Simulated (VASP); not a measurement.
# SiO2 (P4_12_12) in VASP: single point with BLYP

Aim: the single point of SiO2 with BLYP.

Program: VASP 6.6.1. These are calculated values, not measurements. Logs are shortened: lines on timing, memory, paths and dates and some standing lists are left out, and cuts for length are marked.

**1. The cell of the first run**

Symmetry: P4_12_12, No. 92, tetragonal system. Conventional cell: a = 5.158 Å, b = 5.158 Å, c = 7.237 Å, α = 90.00°, β = 90.00°, γ = 90.00°. Within 2.2 Å of Si (site symmetry 2) lie 4 O at 1.63 Å. Within 2.2 Å of O (site symmetry 1) lie 2 Si at 1.63 Å.

**2. Single point, BLYP**

The input, INCAR:

```
SYSTEM = SiO2
PREC = Accurate
ENCUT = 520
EDIFF = 1E-6
ISMEAR = 0
SIGMA = 0.01
LREAL = .FALSE.
LASPH = .TRUE.
NELM = 80
ALGO = Normal
ISIF = 2
LWAVE = .FALSE.
LCHARG = .TRUE.
GGA = B5
ALDAX = 1.0
AGGAX = 1.0
AGGAC = 1.0
ALDAC = 0.0
LELF = .TRUE.
LVHAR = .TRUE.
NBANDS = 44
```

The input, KPOINTS:

```
regular mesh
0
G
  4 4 3
  0 0 0
```

The input, POSCAR:

```
SiO2
1.0
    5.1582349412      0.0000000000      0.0000000000
    0.0000000000      5.1582349412      0.0000000000
    0.0000000000      0.0000000000      7.2374335332
Si O
4 8
Direct
    0.2854705983      0.2854705983      0.0000000000
    0.2145294017      0.7854705983      0.2500000000
    0.7145294017      0.7145294017      0.5000000000
    0.7854705983      0.2145294017      0.7500000000
    0.2441359675      0.0757224714      0.1650119527
    0.4242775286      0.7441359675      0.4150119527
    0.7558640325      0.9242775286      0.6650119527
    0.5757224714      0.2558640325      0.9150119527
    0.7441359675      0.4242775286      0.5849880473
    0.9242775286      0.7558640325      0.3349880473
    0.2558640325      0.5757224714      0.0849880473
    0.0757224714      0.2441359675      0.8349880473
```

Potentials or basis: VASP PAW PBE potentials, release 64 (Si, O).

Run with:

```sh
$ cat potpaw_PBE.64/Si/POTCAR potpaw_PBE.64/O/POTCAR > POTCAR
$ mpirun -np 1 vasp_std > vasp.out
```

OUTCAR:

```text
SYSTEM = SiO2
   PREC = Accurate
   ENCUT = 520
   EDIFF = 1E-6
   ISMEAR = 0
   LREAL = .FALSE.
   LASPH = .TRUE.
   NELM = 80
   ISIF = 2
   GGA = B5

 ion  position               nearest neighbor table
   1  0.285  0.285  0.000-   5 1.63  12 1.63  11 1.63   8 1.63
   2  0.215  0.785  0.250-   6 1.63  11 1.63  10 1.63   5 1.63
   3  0.715  0.715  0.500-   7 1.63  10 1.63   9 1.63   6 1.63
   4  0.785  0.215  0.750-   8 1.63   9 1.63   7 1.63  12 1.63
   5  0.244  0.076  0.165-   1 1.63   2 1.63
   6  0.424  0.744  0.415-   2 1.63   3 1.63
   7  0.756  0.924  0.665-   3 1.63   4 1.63
   8  0.576  0.256  0.915-   4 1.63   1 1.63
   9  0.744  0.424  0.585-   4 1.63   3 1.63
  10  0.924  0.756  0.335-   3 1.63   2 1.63
  11  0.256  0.576  0.085-   2 1.63   1 1.63
  12  0.076  0.244  0.835-   1 1.63   4 1.63

  LATTYP: Found a simple tetragonal cell.
 ALAT       =     5.1582349412
 C/A-ratio  =     1.4030833445

  Lattice vectors:

 A1 = (   5.1582349412,   0.0000000000,   0.0000000000)
 A2 = (   0.0000000000,   5.1582349412,   0.0000000000)
 A3 = (   0.0000000000,   0.0000000000,   7.2374335332)

Analysis of symmetry for initial positions (statically):
=====================================================================
 Subroutine PRICEL returns:
 Original cell was already a primitive cell.

 Routine SETGRP: Setting up the symmetry group for a
 simple tetragonal supercell.

 Subroutine GETGRP returns: Found  8 space group operations
 (whereof  2 operations were pure point group operations)
 out of a pool of 16 trial point group operations.

The static configuration has the point symmetry C_2 .
 The point group associated with its full space group is D_4 .

Analysis of symmetry for dynamics (positions and initial velocities):
=====================================================================
 Subroutine PRICEL returns:
 Original cell was already a primitive cell.

 Routine SETGRP: Setting up the symmetry group for a
 simple tetragonal supercell.

 Subroutine GETGRP returns: Found  8 space group operations
 (whereof  2 operations were pure point group operations)
 out of a pool of 16 trial point group operations.

The dynamic configuration has the point symmetry C_2 .
 The point group associated with its full space group is D_4 .

 Subroutine INISYM returns: Found  8 space group operations
 (whereof  2 operations are pure point group operations),
 and found     1 'primitive' translations

----------------------------------------------------------------------------------------

                                     Primitive cell

  volume of cell :     192.5692

  direct lattice vectors                    reciprocal lattice vectors
     5.158234941  0.000000000  0.000000000     0.193864764  0.000000000  0.000000000
     0.000000000  5.158234941  0.000000000     0.000000000  0.193864764  0.000000000
     0.000000000  0.000000000  7.237433533     0.000000000  0.000000000  0.138170526

  length of vectors
     5.158234941  5.158234941  7.237433533     0.193864764  0.193864764  0.138170526

  position of ions in fractional coordinates (direct lattice)
     0.285470598  0.285470598  0.000000000
     0.214529402  0.785470598  0.250000000
     0.714529402  0.714529402  0.500000000
     0.785470598  0.214529402  0.750000000
     0.244135968  0.075722471  0.165011953
     0.424277529  0.744135968  0.415011953
     0.755864032  0.924277529  0.665011953
     0.575722471  0.255864032  0.915011953
     0.744135968  0.424277529  0.584988047
     0.924277529  0.755864032  0.334988047
     0.255864032  0.575722471  0.084988047
     0.075722471  0.244135968  0.834988047

  ion indices of the primitive-cell ions
   primitive index   ion index
                 1           1
                 2           2
                 3           3
                 4           4
                 5           5
                 6           6
                 7           7
                 8           8
                 9           9
                10          10
                11          11
                12          12

----------------------------------------------------------------------------------------

 KPOINTS: regular mesh

Automatic generation of k-mesh.
 Grid dimensions read from file:
 generate k-points for:    4    4    3

 Generating k-lattice:

  Cartesian coordinates                     Fractional coordinates (reciprocal lattice)
     0.048466191  0.000000000  0.000000000     0.250000000  0.000000000  0.000000000
     0.000000000  0.048466191  0.000000000     0.000000000  0.250000000  0.000000000
     0.000000000  0.000000000  0.046056842     0.000000000  0.000000000  0.333333333

  Length of vectors
     0.048466191  0.048466191  0.046056842

  Shift w.r.t. Gamma in fractional coordinates (k-lattice)
     0.000000000  0.000000000  0.000000000

 Subroutine IBZKPT returns following result:
 ===========================================

 Found     12 irreducible k-points:

 Following reciprocal coordinates:
            Coordinates               Weight
  0.000000  0.000000  0.000000      1.000000
  0.250000  0.000000  0.000000      4.000000
  0.500000  0.000000  0.000000      2.000000
  0.250000  0.250000  0.000000      4.000000
  0.500000  0.250000  0.000000      4.000000
  0.500000  0.500000  0.000000      1.000000
  0.000000  0.000000  0.333333      2.000000
  0.250000  0.000000  0.333333      8.000000
  0.500000  0.000000  0.333333      4.000000
  0.250000  0.250000  0.333333      8.000000
  0.500000  0.250000  0.333333      8.000000
  0.500000  0.500000  0.333333      2.000000
   k-points           NKPTS =     12   k-points in BZ     NKDIM =     12   number of bands    NBANDS=     44
   number of dos      NEDOS =    301   number of ions     NIONS =     12
   total plane-waves  NPLWV =  86400
   dimension x,y,z NGX =    40 NGY =   40 NGZ =   54
   dimension x,y,z NGXF=    80 NGYF=   80 NGZF=  108
   ions per type =               4   8
   NGX,Y,Z   is equivalent  to a cutoff of  12.89, 12.89, 12.40 a.u.
   NGXF,Y,Z  is equivalent  to a cutoff of  25.78, 25.78, 24.81 a.u.
 SYSTEM =  SiO2
   PREC   = accura    normal or accurate (medium, high low for compatibility)
   ISTART =      0    job   : 0-new  1-cont  2-samecut
   ICHARG =      2    charge: 1-file 2-atom 10-const
   ISPIN  =      1    spin polarized calculation?
   LNONCOLLINEAR =      F non collinear calculations
   LSORBIT =      F    spin-orbit coupling
   LASPH  =      T    aspherical Exc in radial PAW
   ENCUT  =  520.0 eV  38.22 Ry    6.18 a.u.   9.59  9.59 13.46*2*pi/ulx,y,z
   NELM   =     80;   NELMIN=  2; NELMDL= -5     # of ELM steps
   EDIFF  = 0.1E-05   stopping-criterion for ELM
   LREAL  =      F    real-space projection
   EDIFFG = 0.1E-04   stopping-criterion for IOM
   NSW    =      0    number of steps for IOM
   IBRION =     -1    ionic relax: 0-MD 1-quasi-New 2-CG
   NFREE  =      0    steps in history (QN), initial steepest desc. (CG)
   ISIF   =      2    stress and relaxation
   ISYM   =      2    0-nonsym 1-usesym 2-fastsym
   POTIM  = 0.5000    time-step for ionic-motion
   TEBEG  =    0.0;   TEEND  =   0.0 temperature during run
   PSTRESS=    0.0 pullay stress
   NELECT =      64.0000    total number of electrons
   NUPDOWN=      -1.0000    fix difference up-down
   EMIN   =  10.00;   EMAX   =-10.00  energy-range for DOS
   EFERMI =   0.00;   METHOD = LEGACY
   ISMEAR =     0;   SIGMA  =   0.01  broadening in eV -4-tet -1-fermi 0-gaus
   EFERMI_NEDOS =   21; number of points for ismear=-14 and -15
   IALGO  =     38    algorithm
   IMIX   =      4    mixing-type and parameters
     AMIX     =   0.40;   BMIX     =  1.00
     AMIX_MAG =   1.60;   BMIX_MAG =  1.00
  volume/ion in A,a.u.               =      16.05       108.29
  Fermi-wavevector in a.u.,A,eV,Ry     =   1.133981  2.142914 17.495916  1.285914
  Thomas-Fermi vector in A             =   2.270685
   LORBIT       =      0    0 simple, 1 ext, 2 COOP (PROOUT), +10 PAW based schemes
   GGA     = B5    functional components
   LHFCALC =     F    Hartree Fock is set to
   AEXX    =    0.0000 exact exchange contribution
   IVDW    =     0    specifies the selected vdW correction
   LEPSILON=     F    determine dielectric tensor
   LRPA    =     F    only Hartree local field effects (RPA)
 non-spin polarized calculation
 Gauss-broadening in eV      SIGMA  =   0.01
  energy-cutoff  :      520.00
  volume of cell :      192.57
 maximum number of plane-waves:      5223
 NGX is ok and might be reduce to    40
   NGX = 19   NGY = 19   NGZ = 27

 number of electron      63.9999986 magnetization

 Free energy of the ion-electron system (eV)
  ---------------------------------------------------
  ext. energy  EPLUGINS =         0.00000000
  ---------------------------------------------------
  free energy    TOTEN  =       -91.43995652 eV

  energy without entropy =      -91.43995652  energy(sigma->0) =      -91.43995652

 E-fermi :  -0.2571     XC(G=0):  -7.5775

 val. band max:       -0.3454867678   @ k =   0.0000   0.0000   0.0000
 cond. band min:       5.1029242976   @ k =   0.0000   0.0000   0.0000
 fundamental gap:      5.4484110654
 Fermi energy:        -0.2571162693

 k-point     1 :       0.0000    0.0000    0.0000
  band No.  band energies     occupation
      1     -19.5337      2.00000
      2     -18.6924      2.00000
      3     -18.6924      2.00000
      4     -17.5782      2.00000
      5     -17.5670      2.00000
      6     -17.5654      2.00000
[... 36 lines left out ...]
     43      10.6230      0.00000
     44      10.6570      0.00000

 k-point     2 :       0.2500    0.0000    0.0000
  band No.  band energies     occupation
      1     -19.4185      2.00000
      2     -18.8212      2.00000
      3     -18.5508      2.00000
      4     -17.7492      2.00000
      5     -17.5840      2.00000
      6     -17.5806      2.00000
[... 36 lines left out ...]
     43      10.5707      0.00000
     44      10.6207      0.00000

 k-point     3 :       0.5000    0.0000    0.0000
  band No.  band energies     occupation
      1     -19.1277      2.00000
      2     -19.1277      2.00000
      3     -18.1782      2.00000
      4     -18.1782      2.00000
      5     -17.5913      2.00000
      6     -17.5913      2.00000
[... 36 lines left out ...]
     43      10.7616      0.00000
     44      10.8556      0.00000

 k-point     4 :       0.2500    0.2500    0.0000
  band No.  band energies     occupation
      1     -19.3004      2.00000
      2     -18.6856      2.00000
      3     -18.6827      2.00000
      4     -17.9229      2.00000
      5     -17.5881      2.00000
      6     -17.5803      2.00000
[... 318 lines left out ...]
     43      10.4197      0.00000
     44      10.6365      0.00000

 k-point    11 :       0.5000    0.2500    0.3333
  band No.  band energies     occupation
      1     -18.9990      2.00000
      2     -18.9990      2.00000
      3     -18.3308      2.00000
      4     -18.3308      2.00000
      5     -17.5881      2.00000
      6     -17.5881      2.00000
[... 36 lines left out ...]
     43      10.7971      0.00000
     44      10.7980      0.00000

 k-point    12 :       0.5000    0.5000    0.3333
  band No.  band energies     occupation
      1     -18.6776      2.00000
      2     -18.6776      2.00000
      3     -18.6747      2.00000
      4     -18.6747      2.00000
      5     -17.5930      2.00000
      6     -17.5930      2.00000
[... 36 lines left out ...]
     43      10.1818      0.00000
     44      10.1818      0.00000

------------------------ aborting loop because EDIFF is reached ----------------------------------------

  FORCE on cell =-STRESS in cart. coord.  units (eV):
  Direction    XX          YY          ZZ          XY          YZ          ZX
  --------------------------------------------------------------------------------------
  -------------------------------------------------------------------------------------
  Total        0.7716359      0.7716359      0.7804541      0.0000000      0.0000000      0.0000000
  in kB        6.4200169      6.4200169      6.4933842      0.0000000      0.0000000      0.0000000
  external PRESSURE =       6.4444727 kB  Pullay stress =       0.0000000 kB

 VOLUME and BASIS-vectors are now :
 -----------------------------------------------------------------------------
  energy-cutoff  :      520.00
  volume of cell :      192.57
      direct lattice vectors                 reciprocal lattice vectors
     5.158234941  0.000000000  0.000000000     0.193864764  0.000000000  0.000000000
     0.000000000  5.158234941  0.000000000     0.000000000  0.193864764  0.000000000
     0.000000000  0.000000000  7.237433533     0.000000000  0.000000000  0.138170526

 POSITION                                       TOTAL-FORCE (eV/Angst)
 -----------------------------------------------------------------------------------
      1.47252      1.47252      0.00000         0.011260      0.011260     -0.000000
      1.10659      4.05164      1.80936        -0.011260      0.011260     -0.000000
      3.68571      3.68571      3.61872        -0.011260     -0.011260     -0.000000
      4.05164      1.10659      5.42808         0.011260     -0.011260     -0.000000
      1.25931      0.39059      1.19426        -0.002455      0.017370      0.022603
      2.18852      3.83843      3.00362        -0.017370     -0.002455      0.022603
      3.89892      4.76764      4.81298         0.002455     -0.017370      0.022603
      2.96971      1.31981      6.62234         0.017370      0.002455      0.022603
      3.83843      2.18852      4.23381        -0.002455     -0.017370     -0.022603
      4.76764      3.89892      2.42445        -0.017370      0.002455     -0.022603
      1.31981      2.96971      0.61510         0.002455      0.017370     -0.022603
      0.39059      1.25931      6.04317         0.017370     -0.002455     -0.022603
 -----------------------------------------------------------------------------------
    total drift:                                0.000000     -0.000000      0.000000

  FREE ENERGIE OF THE ION-ELECTRON SYSTEM (eV)
  ---------------------------------------------------
  free  energy   TOTEN  =       -91.4399565152 eV

  energy  without entropy=      -91.4399565152  energy(sigma->0) =      -91.43995652
```

Run time: 3.1 min. Hardware: 1 thread of Intel Xeon 8259CL, shared host; peak memory 0.3 GiB.

Results:

```yaml
Free_energy: -91.4400 eV
Pressure: 0.6 GPa
Largest_force: 0.029 eV/Å
Band_gap_on_the_k_mesh: 5.45 eV
```

Forces in eV/Å, atoms in the order of the input:
```
Si   0.011  0.011  0.000
Si  -0.011  0.011  0.000
Si  -0.011 -0.011  0.000
Si   0.011 -0.011  0.000
O   -0.002  0.017  0.023
O   -0.017 -0.002  0.023
O    0.002 -0.017  0.023
O    0.017  0.002  0.023
O   -0.002 -0.017 -0.023
O   -0.017  0.002 -0.023
O    0.002  0.017 -0.023
O    0.017 -0.002 -0.023
```

Caveat: the PAW data sets were made with another functional, which shifts forces and pressure a little. Expect the measured gap to be larger: semilocal functionals such as BLYP lack the derivative discontinuity.
